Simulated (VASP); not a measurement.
Crystal: SrO.

```
CELL_PARAMETERS angstrom
0.00000 2.59737 2.59737
2.59737 0.00000 2.59737
2.59737 2.59737 0.00000
ATOMIC_POSITIONS crystal
Sr 0.50000 0.50000 0.50000
O 0.00000 0.00000 0.00000
```

Program: VASP 6.6.1. Alike in all runs: potentials or basis VASP PAW PBE potentials, release 64 (Sr_sv, O); cell as given; k mesh 8 × 8 × 8; cutoff (eV) 520; smearing gaussian 0.02 eV. Hardware: 1 thread of AMD EPYC 7R13 Processor (Zen 3), with other jobs on the host.

**Question.** Order these runs on this cell by their wall time, lowest first.
A. task single point; level PBEsol; spin off
B. task density of states; level PBE; spin non-collinear, zero start, SOC; k mesh for the DOS 12 × 12 × 12; occupations for the DOS tetrahedron
C. task single point; level r2SCAN; spin off

**Answer.** A (25 s), C (87 s), B (180 s).
